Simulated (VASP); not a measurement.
Wanted: the native input for a VASP 6.6.1 run.

```yaml
Task: relaxation of the atoms
Functional: LDA
Potentials_or_basis: VASP PAW LDA potentials, release 64 (Pt, Se)
Cutoff: 520 eV
k_mesh: 12 × 12 × 1
Occupations: gaussian, width 0.01 eV
Spin: no spin polarisation
Dipole_correction: no
Further_INCAR_settings: ALGO = Normal; EDIFF = 1e-06; IBRION = 2; EDIFFG = -0.001; NSW = 60
```

The structure of PtSe2 lies in POSCAR:

```
PtSe2
1.0
    3.7300000000      0.0000000000      0.0000000000
   -1.8650000000      3.2302747561      0.0000000000
    0.0000000000      0.0000000000     20.0000000000
Pt Se
1 2
Direct
    0.0000000000      0.0000000000      0.5000000000
    0.3333333333      0.6666666667      0.5627500000
    0.6666666667      0.3333333333      0.4372500000
```

The input as run:

INCAR

```
PREC = Accurate
ENCUT = 520
EDIFF = 1E-6
ISMEAR = 0
SIGMA = 0.01
LREAL = F
LASPH = T
NELM = 60
ALGO = Normal
ISIF = 2
LWAVE = F
LCHARG = F
GGA = CA
IBRION = 2
NSW = 60
EDIFFG = -0.001
```

KPOINTS

```
Automatic mesh
0
Gamma
  12 12 1
```

Potentials or basis: VASP PAW LDA potentials, release 64 (Pt, Se).

Launch:

```bash
$ cat potpaw_LDA.64/Pt/POTCAR potpaw_LDA.64/Se/POTCAR > POTCAR
$ mpirun -np 1 vasp_std > vasp.out
```

It gave:

- Energy gained by relaxing: 0.2 meV/atom
- Ionic steps: 3
- Band gap on the k mesh: 1.32 eV (least direct gap 1.46 eV)

Caveat: there is no dipole correction, which matters where the two faces differ; spin-orbit coupling is left out, which moves the levels of the heavy elements.

It took 94 s on 1 thread of Intel(R) Xeon(R) 6975P-C (Granite Rapids) (shared host), peak memory 0.3 GiB.
